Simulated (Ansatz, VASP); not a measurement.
Cr: VASP beside Ansatz

```
CELL_PARAMETERS angstrom
2.48953 0.00000 0.00000
-1.24477 2.15600 0.00000
0.00000 0.00000 4.44452
ATOMIC_POSITIONS crystal
Cr 0.33333 0.66667 0.25000
Cr 0.66667 0.33333 0.75000
```

Change from the starting cell: volume scaled by 1, PAW files.

Alike in both runs: task single point; functional PBE; k mesh 17 × 17 × 9; occupations fermi-dirac, width 0.1 eV; no spin polarisation.

|  | VASP | Ansatz |
| --- | --- | --- |
| version | VASP 6.6.1 | Ansatz 0.2.0 |
| potentials or method | VASP PAW PBE potentials, release 64 (Cr_pv) | PAW with Ansatz's default frozen-core files, scalar-relativistic |
| plane-wave cutoff (eV) | 520 | 420 |
| valence electrons in the cell | 24 | 28 |

Ansatz gave:

| Property | Result |
| --- | --- |
| pressure (GPa) | 0.0 |
| traceless stress, the component that is largest in VASP (GPa) | 0.03 |

Q: Which values does VASP return?

A: Pressure (GPa): -0.4; traceless stress, the component that is largest in VASP (GPa): 0.10.

With one functional, cell and mesh, what is left measures potentials, basis and numerics. VASP's potentials hold 24 valence electrons a cell and Ansatz's 28, so a difference there can come from the potentials and not from the codes.
